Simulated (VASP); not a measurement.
# RuCl (Fm-3m) in VASP: further runs

The runs below take RuCl through single point, relaxation of cell and atoms, with PBE.

Program: VASP 6.6.1. These are calculated values, not measurements. Logs are shortened: lines on timing, memory, paths and dates and some standing lists are left out, and cuts for length are marked.

## Step 1: The cell of the first run

The structure is cubic, space group Fm-3m (No. 225). Conventional cell: a = 5.027 Å, b = 5.027 Å, c = 5.027 Å, α = 90.00°, β = 90.00°, γ = 90.00°. Ru (site symmetry m-3m) has 6 Cl at 2.51 Å within 3.3 Å. Cl (site symmetry m-3m) has 6 Ru at 2.51 Å within 3.3 Å.

The cell was built from a structure type or drawn by symmetry, and may not be a known phase.

## Step 2: Single point, PBE, collinear spin, ferromagnetic start

INCAR

```
SYSTEM = RuCl
PREC = Accurate
ENCUT = 520
EDIFF = 1E-7
ISMEAR = 0
SIGMA = 0.1
LREAL = .False.
LASPH = .True.
NELM = 150
ALGO = Normal
ISIF = 2
LWAVE = .False.
LCHARG = .False.
ISPIN = 2
MAGMOM = 1 0
LORBIT = 11
LMAXMIX = 4
GGA = PE
NBANDS = 22
```

KPOINTS

```
regular mesh
0
Gamma
  6 6 6
  0 0 0
```

POSCAR

```
RuCl
1.0
    0.0000000000      2.5133569044      2.5133569044
    2.5133569044      0.0000000000      2.5133569044
    2.5133569044      2.5133569044      0.0000000000
Ru Cl
1 1
Direct
    0.0000000000      0.0000000000      0.0000000000
    0.5000000000      0.5000000000      0.5000000000
```

Potentials or basis: VASP PAW PBE potentials, release 64 (Ru_pv, Cl).

Run with:

```console
$ cat potpaw_PBE.64/Ru_pv/POTCAR potpaw_PBE.64/Cl/POTCAR > POTCAR
$ mpirun -np 1 vasp_std > vasp.out
```

OUTCAR:

```text
SYSTEM = RuCl
   PREC = Accurate
   ENCUT = 520
   EDIFF = 1E-7
   ISMEAR = 0
   LREAL = .False.
   LASPH = .True.
   NELM = 150
   ISIF = 2
   ISPIN = 2
   LORBIT = 11
   GGA = PE

 ion  position               nearest neighbor table
   1  0.000  0.000  0.000-   2 2.51   2 2.51   2 2.51   2 2.51   2 2.51   2 2.51
   2  0.500  0.500  0.500-   1 2.51   1 2.51   1 2.51   1 2.51   1 2.51   1 2.51

  LATTYP: Found a face centered cubic cell.
 ALAT       =     5.0267138088

  Lattice vectors:

 A1 = (   0.0000000000,   2.5133569044,   2.5133569044)
 A2 = (   2.5133569044,   0.0000000000,   2.5133569044)
 A3 = (   2.5133569044,   2.5133569044,   0.0000000000)

Analysis of symmetry for initial positions (statically):
=====================================================================
 Subroutine PRICEL returns:
 Original cell was already a primitive cell.

 Routine SETGRP: Setting up the symmetry group for a
 face centered cubic supercell.

 Subroutine GETGRP returns: Found 48 space group operations
 (whereof 48 operations were pure point group operations)
 out of a pool of 48 trial point group operations.

The static configuration has the point symmetry O_h .

Analysis of symmetry for dynamics (positions and initial velocities):
=====================================================================
 Subroutine PRICEL returns:
 Original cell was already a primitive cell.

 Routine SETGRP: Setting up the symmetry group for a
 face centered cubic supercell.

 Subroutine GETGRP returns: Found 48 space group operations
 (whereof 48 operations were pure point group operations)
 out of a pool of 48 trial point group operations.

The dynamic configuration has the point symmetry O_h .

Analysis of structural, dynamic, and magnetic symmetry:
=====================================================================
 Subroutine PRICEL returns:
 Original cell was already a primitive cell.

 Routine SETGRP: Setting up the symmetry group for a
 face centered cubic supercell.

 Subroutine GETGRP returns: Found 48 space group operations
 (whereof 48 operations were pure point group operations)
 out of a pool of 48 trial point group operations.

The overall configuration has the point symmetry O_h .

 Subroutine INISYM returns: Found 48 space group operations
 (whereof 48 operations are pure point group operations),
 and found     1 'primitive' translations

----------------------------------------------------------------------------------------

                                     Primitive cell

  volume of cell :      31.7536

  direct lattice vectors                    reciprocal lattice vectors
     0.000000000  2.513356904  2.513356904    -0.198937126  0.198937126  0.198937126
     2.513356904  0.000000000  2.513356904     0.198937126 -0.198937126  0.198937126
     2.513356904  2.513356904  0.000000000     0.198937126  0.198937126 -0.198937126

  length of vectors
     3.554423421  3.554423421  3.554423421     0.344569210  0.344569210  0.344569210

  position of ions in fractional coordinates (direct lattice)
     0.000000000  0.000000000  0.000000000
     0.500000000  0.500000000  0.500000000

  ion indices of the primitive-cell ions
   primitive index   ion index
                 1           1
                 2           2

----------------------------------------------------------------------------------------

 KPOINTS: regular mesh

Automatic generation of k-mesh.
 Grid dimensions read from file:
 generate k-points for:    6    6    6

 Generating k-lattice:

  Cartesian coordinates                     Fractional coordinates (reciprocal lattice)
    -0.033156188  0.033156188  0.033156188     0.166666667  0.000000000  0.000000000
     0.033156188 -0.033156188  0.033156188     0.000000000  0.166666667  0.000000000
     0.033156188  0.033156188 -0.033156188     0.000000000  0.000000000  0.166666667

  Length of vectors
     0.057428202  0.057428202  0.057428202

  Shift w.r.t. Gamma in fractional coordinates (k-lattice)
     0.000000000  0.000000000  0.000000000

[... 55 lines left out ...]

 k-point    16 :      -0.3333    0.5000    0.1667
  band No.  band energies     occupation
      1     -32.6986      1.00000
      2     -32.6820      1.00000
      3     -32.6748      1.00000
      4      -8.5028      1.00000
      5       1.9727      1.00000
      6       2.4797      1.00000
[... 14 lines left out ...]
     21      26.9678      0.00000
     22      30.5533      0.00000
 Fermi energy:         9.4708172186

 spin component 2

 k-point     1 :       0.0000    0.0000    0.0000
  band No.  band energies     occupation
      1     -32.3737      1.00000
      2     -32.3737      1.00000
      3     -32.3737      1.00000
      4      -9.3778      1.00000
      5       4.4231      1.00000
      6       4.4231      1.00000
[... 14 lines left out ...]
     21      26.1128      0.00000
     22      26.1128      0.00000

 k-point     2 :       0.1667    0.0000    0.0000
  band No.  band energies     occupation
      1     -32.3906      1.00000
      2     -32.3757      1.00000
      3     -32.3757      1.00000
      4      -9.1623      1.00000
      5       3.1465      1.00000
      6       3.7004      1.00000
[... 14 lines left out ...]
     21      26.6255      0.00000
     22      29.2856      0.00000

 k-point     3 :       0.3333    0.0000    0.0000
  band No.  band energies     occupation
      1     -32.4243      1.00000
      2     -32.3797      1.00000
      3     -32.3797      1.00000
      4      -8.6856      1.00000
      5       1.3632      1.00000
      6       2.8085      1.00000
[... 14 lines left out ...]
     21      27.8765      0.00000
     22      29.8568      0.00000
[... 276 lines left out ...]
 k-point    15 :      -0.3333    0.3333    0.1667
  band No.  band energies     occupation
      1     -32.4241      1.00000
      2     -32.4063      1.00000
      3     -32.3917      1.00000
      4      -8.4568      1.00000
      5       1.5585      1.00000
      6       2.3299      1.00000
[... 14 lines left out ...]
     21      27.8414      0.00000
     22      28.9831      0.00000

 k-point    16 :      -0.3333    0.5000    0.1667
  band No.  band energies     occupation
      1     -32.4228      1.00000
      2     -32.4060      1.00000
      3     -32.3987      1.00000
      4      -8.5029      1.00000
      5       1.9842      1.00000
      6       2.5053      1.00000
[... 14 lines left out ...]
     21      27.0096      0.00000
     22      30.5841      0.00000

------------------------ aborting loop because EDIFF is reached ----------------------------------------

  FORCE on cell =-STRESS in cart. coord.  units (eV):
  Direction    XX          YY          ZZ          XY          YZ          ZX
  --------------------------------------------------------------------------------------
  -------------------------------------------------------------------------------------
  Total        0.0132406      0.0132406      0.0132406      0.0000000      0.0000000      0.0000000
  in kB        0.6680768      0.6680768      0.6680768      0.0000000      0.0000000      0.0000000
  external PRESSURE =       0.6680768 kB  Pullay stress =       0.0000000 kB

 VOLUME and BASIS-vectors are now :
 -----------------------------------------------------------------------------
  energy-cutoff  :      520.00
  volume of cell :       31.75
      direct lattice vectors                 reciprocal lattice vectors
     0.000000000  2.513356904  2.513356904    -0.198937126  0.198937126  0.198937126
     2.513356904  0.000000000  2.513356904     0.198937126 -0.198937126  0.198937126
     2.513356904  2.513356904  0.000000000     0.198937126  0.198937126 -0.198937126

 POSITION                                       TOTAL-FORCE (eV/Angst)
 -----------------------------------------------------------------------------------
      0.00000      0.00000      0.00000        -0.000000      0.000000      0.000000
      2.51336      2.51336      2.51336         0.000000     -0.000000     -0.000000
 -----------------------------------------------------------------------------------
    total drift:                                0.000000      0.000000      0.000000

  FREE ENERGIE OF THE ION-ELECTRON SYSTEM (eV)
  ---------------------------------------------------
  free  energy   TOTEN  =        -8.8587344907 eV

  energy  without entropy=       -8.8408509866  energy(sigma->0) =       -8.84979274

 total charge

# of ion       s       p       d       tot
------------------------------------------
    1        0.186   6.100   6.245  12.531
    2        1.586   3.426   0.000   5.012
--------------------------------------------------
tot          1.771   9.526   6.245  17.542

 magnetization (x)

# of ion       s       p       d       tot
------------------------------------------
    1        0.004   0.001   0.375   0.380
    2        0.001  -0.002   0.000  -0.001
--------------------------------------------------
tot          0.004  -0.001   0.375   0.379
```

Wall time 12 s (1 thread of Intel Xeon 6975P-C (Granite Rapids), shared host); peak memory 0.18 GiB.

Results:

```
Free energy                                           : -8.8587 eV
Pressure                                              : 0.1 GPa
Net moment                                            : 0.39 μB per cell
Site moments                                          : Ru +0.38; Cl -0.00 μB
Valence electrons inside the program's atomic spheres : Ru 12.53; Cl 5.01
```

Levels at points of the mesh, in eV from the Fermi level:
Spin up:
```tsv
k point	band 9	band 10	band 11	band 12	band 13	band 14
(0.00, 0.00, 0.00)	-2.22	-2.22	-2.04	-2.04	0.96	10.33
(0.50, 0.00, 0.00)	-0.69	-0.40	2.14	2.14	2.67	6.67
(0.50, 0.50, 0.00)	-1.35	-0.21	-0.21	0.08	2.36	8.82
```
Spin down:
```
           k point  band 8  band 9  band 10  band 11  band 12  band 13
(0.00, 0.00, 0.00)   -1.96   -1.96    -1.96    -1.88    -1.88     1.03
(0.50, 0.00, 0.00)   -0.39   -0.39    -0.12     2.30     2.30     2.69
(0.50, 0.50, 0.00)   -3.34   -1.17     0.11     0.11     0.27     2.46
```

Caveat: the k points lie up to 0.36 Å⁻¹ apart; an empty level that is flat over the whole mesh can mark a ghost state of the potentials, or a narrow d or f band.

## Step 3: Single point, PBE, collinear spin, ferromagnetic start

This run uses another cell than the first one, of 22.04 Å³/atom.

INCAR

```
PREC = Accurate
ENCUT = 520
EDIFF = 1E-6
ISMEAR = 0
SIGMA = 0.1
LREAL = False
LASPH = True
NELM = 150
ALGO = Normal
ISIF = 2
LWAVE = False
LCHARG = False
ISPIN = 2
MAGMOM = 1 0
LORBIT = 11
LMAXMIX = 4
GGA = PE
NBANDS = 22
```

KPOINTS

```
regular mesh
0
Gamma
  6 6 6
```

POSCAR

```
RuCl
1.0
    0.0000000000      2.8036949800      2.8036949800
    2.8036949800      0.0000000000      2.8036949800
    2.8036949800      2.8036949800      0.0000000000
Ru Cl
1 1
Direct
    0.0000000000      0.0000000000      0.0000000000
    0.5000000000      0.5000000000      0.5000000000
```

Potentials or basis: VASP PAW PBE potentials, release 64 (Ru_pv, Cl).

Run with:

```console
$ cat potpaw_PBE.64/Ru_pv/POTCAR potpaw_PBE.64/Cl/POTCAR > POTCAR
$ mpirun -np 1 vasp_std > vasp.out
```

Run time: 17 s. Hardware: 1 thread of Intel Xeon 6975P-C (Granite Rapids), shared host; peak memory 0.19 GiB.

The run converged. Its results:

```yaml
Free_energy: -8.5633 eV
Pressure: -5.9 GPa
Band_gap_on_the_k_mesh: zero (filled and empty bands overlap)
Net_moment: 3.01 μB per cell
Site_moments: Ru +2.65; Cl +0.14 μB
Valence_electrons_inside_the_program's_atomic_spheres: Ru 12.22; Cl 5.04
```

Levels at points of the mesh, in eV from the Fermi level:
Spin up:
```
           k point  band 9  band 10  band 11  band 12  band 13  band 14  band 15  band 16
(0.00, 0.00, 0.00)   -2.55    -2.31    -2.31    -2.31    -0.74     9.72     9.72     9.72
(0.50, 0.00, 0.00)   -1.63    -1.45    -0.22    -0.22     2.40     5.11     6.03     6.03
(0.50, 0.50, 0.00)   -2.23    -1.79    -1.38    -1.38     1.17     6.52     7.30     9.80
```
Spin down:
| k point | band 6 | band 7 | band 8 | band 9 | band 10 | band 11 | band 12 | band 13 |
| --- | --- | --- | --- | --- | --- | --- | --- | --- |
| (0.00, 0.00, 0.00) | -4.19 | -4.19 | -0.87 | -0.87 | -0.87 | -0.28 | -0.28 | -0.16 |
| (0.50, 0.00, 0.00) | -5.14 | -5.14 | -0.01 | -0.01 | 0.04 | 1.84 | 1.84 | 2.67 |
| (0.50, 0.50, 0.00) | -4.82 | -4.82 | -1.70 | 0.16 | 0.27 | 0.27 | 0.59 | 2.10 |

Caveat: the cell stands under tension; an empty level that is flat over the whole mesh can mark a ghost state of the potentials, or a narrow d or f band.

## Step 4: Relaxation of cell and atoms, PBE, collinear spin, ferromagnetic start

This run uses another cell than the first one, of 22.04 Å³/atom.

INCAR

```
SYSTEM = RuCl
ALGO     = Normal         ! electronic algorithm
EDIFF    = 1E-6           ! SCF threshold, eV
EDIFFG   = -0.04          ! ionic threshold
ENCUT    = 600            ! plane-wave cutoff, eV
GGA      = PE             ! functional
IBRION   = 2              ! ionic algorithm
ISIF     = 3              ! what is computed and relaxed
ISMEAR   = 0              ! smearing method
ISPIN    = 2              ! spin polarisation
LASPH    = .TRUE.         ! aspherical terms in the spheres
LCHARG   = .FALSE.        ! write CHGCAR
LMAXMIX  = 4              ! l up to which the mixer works
LORBIT   = 11             ! projections on sites
LREAL    = .FALSE.        ! projectors in reciprocal space
LWAVE    = .FALSE.        ! write WAVECAR
MAGMOM   = 1 0            ! initial moments
NELM     = 150            ! most SCF steps
NSW      = 90             ! ionic steps
PREC     = Accurate       ! precision mode
SIGMA    = 0.1            ! smearing width, eV
```

KPOINTS

```
k-points
0
G
  6 6 6
  0 0 0
```

POSCAR is that of step 3.

Run with:

```console
$ cat potpaw_PBE.64/Ru_pv/POTCAR potpaw_PBE.64/Cl/POTCAR > POTCAR
$ mpirun -np 1 vasp_std > vasp.out
```

It took 56 s on 1 thread of Intel Xeon 6975P-C (Granite Rapids), shared host; peak memory 0.22 GiB.

Results (log left out):

- Free energy: -8.8622 eV
- Relaxed volume: 15.91 Å³/atom
- Relaxed cell: a = 3.557 Å, b = 3.557 Å, c = 3.557 Å, α = 60.00°, β = 60.00°, γ = 60.00°
- Space group after relaxing (to 0.1 Å): Fm-3m (No. 225)
- Energy gained by relaxing: 149.3 meV/atom
- Ionic steps: 6
- Pressure after relaxing: -0.1 GPa
- Net moment: 0.39 μB per cell
- Site moments: Ru +0.38; Cl -0.00 μB
- Valence electrons inside the program's atomic spheres: Ru 12.53; Cl 5.01

The path:
| step | energy change (eV) | largest force (eV/Å) | pressure (GPa) | volume (Å³) |
| --- | --- | --- | --- | --- |
| 1 | 0.0000 | 0.0000 | -5.87 | 44.08 |
| 2 | -0.1547 | 0.0000 | -3.62 | 39.13 |
| 3 | -0.2112 | 0.0000 | -6.05 | 36.31 |
| 4 | -0.2934 | 0.0000 | 2.51 | 31.09 |
| 5 | -0.2950 | 0.0000 | -1.92 | 32.41 |
| 6 | -0.2987 | 0.0000 | -0.09 | 31.82 |

Final structure:
```
Ru Cl
1.0
     0.00000    2.51514    2.51514
     2.51514    0.00000    2.51514
     2.51514    2.51514    0.00000
Ru Cl
1 1
Direct
  0.00000 0.00000 0.00000
  0.50000 0.50000 0.50000
```

Levels at points of the mesh, in eV from the Fermi level:
Spin up:
```tsv
k point	band 9	band 10	band 11	band 12	band 13	band 14
(0.00, 0.00, 0.00)	-2.21	-2.21	-2.04	-2.04	0.94	10.33
(0.50, 0.00, 0.00)	-0.69	-0.40	2.13	2.13	2.67	6.67
(0.50, 0.50, 0.00)	-1.34	-0.22	-0.22	0.07	2.35	8.80
```
Spin down:
```tsv
k point	band 8	band 9	band 10	band 11	band 12	band 13
(0.00, 0.00, 0.00)	-1.96	-1.96	-1.96	-1.87	-1.87	1.02
(0.50, 0.00, 0.00)	-0.39	-0.39	-0.12	2.29	2.29	2.69
(0.50, 0.50, 0.00)	-3.33	-1.16	0.11	0.11	0.26	2.46
```

Caveat: the volume moved by over 15 % at a fixed basis, so the end points are rough.

## Step 5: Single point, PBE, collinear spin, ferromagnetic start

This run uses another cell than the first one, of 16.36 Å³/atom.

INCAR

```
ALGO = Normal
EDIFF = 1E-6
ENCUT = 520
GGA = PE
ISIF = 2
ISMEAR = 0
ISPIN = 2
LASPH = T
LCHARG = T
LELF = T
LMAXMIX = 4
LORBIT = 11
LREAL = F
LVHAR = T
LWAVE = F
MAGMOM = 0.38 0
NBANDS = 22
NELM = 150
PREC = Accurate
SIGMA = 0.1
```

KPOINTS

```
k-points
0
Gamma
  20 20 20
```

POSCAR

```
RuCl
1.0
    0.0000000000      2.5384468656      2.5384468656
    2.5384468656      0.0000000000      2.5384468656
    2.5384468656      2.5384468656      0.0000000000
Ru Cl
1 1
Direct
    0.0000000000      0.0000000000      0.0000000000
    0.5000000000      0.5000000000      0.5000000000
```

Run with:

```console
$ cat potpaw_PBE.64/Ru_pv/POTCAR potpaw_PBE.64/Cl/POTCAR > POTCAR
$ mpirun -np 1 vasp_std > vasp.out
```

Wall time 3.2 min (1 thread of Intel Xeon 6975P-C (Granite Rapids), shared host); peak memory 0.37 GiB.

It converged, with:

- Free energy: -8.8382 eV
- Pressure: 0.2 GPa
- Net moment: 1.23 μB per cell
- Site moments: Ru +1.11; Cl +0.04 μB
- Valence electrons inside the program's atomic spheres: Ru 12.48; Cl 5.01

Levels at points of the mesh, in eV from the Fermi level:
Spin up:
| k point | band 7 | band 8 | band 9 | band 10 | band 11 | band 12 | band 13 | band 14 | band 15 | band 16 |
| --- | --- | --- | --- | --- | --- | --- | --- | --- | --- | --- |
| (0.00, 0.00, 0.00) | -5.04 | -2.41 | -2.41 | -2.41 | -2.34 | -2.34 | 0.64 | 10.23 | 11.12 | 11.12 |
| (0.50, 0.00, 0.00) | -7.02 | -1.01 | -1.01 | -0.71 | 1.66 | 1.66 | 2.56 | 6.52 | 6.52 | 8.29 |
| (0.50, 0.50, 0.00) | -5.98 | -3.64 | -1.70 | -0.56 | -0.56 | -0.41 | 2.09 | 8.50 | 8.83 | 12.00 |
Spin down:
```tsv
k point	band 7	band 8	band 9	band 10	band 11	band 12	band 13	band 14
(0.00, 0.00, 0.00)	-4.97	-1.78	-1.78	-1.78	-1.55	-1.55	0.87	10.25
(0.50, 0.00, 0.00)	-6.77	-0.26	-0.26	-0.03	2.36	2.36	2.66	6.70
(0.50, 0.50, 0.00)	-5.90	-3.12	-0.86	0.22	0.22	0.45	2.46	8.61
```

Caveat: an empty level that is flat over the whole mesh can mark a ghost state of the potentials, or a narrow d or f band.

## Step 6: The runs side by side

```csv
task,cell,k mesh,cutoff (eV),gap on the mesh (eV),pressure (GPa),moment (μB)
single point,"a = 3.554 Å, angles 60.0°, 2 atoms",6 × 6 × 6,520,none,0.1,0.39
single point,"a = 3.965 Å, angles 60.0°, 2 atoms",6 × 6 × 6,520,none,-5.9,3.01
relaxation of cell and atoms,"relaxed from a = 3.965 Å, angles 60.0°, 2 atoms",6 × 6 × 6,600,none,-0.1,0.39
single point,"a = 3.590 Å, angles 60.0°, 2 atoms",20 × 20 × 20,520,none,0.2,1.23
```

Alike in all rows: level PBE; potentials or basis VASP PAW PBE potentials, release 64 (Ru_pv, Cl); spin collinear, ferromagnetic start; smearing gaussian 0.1 eV.

Caveats: some runs use coarse meshes; an empty level that is flat over the whole mesh can mark a ghost state of the potentials, or a narrow d or f band (at least some runs); the cell stands under tension (at least some runs); the volume moved by over 15 % at a fixed basis, so the end points are rough (at least some runs).

Absolute energies hang on the potentials; compare differences alone.
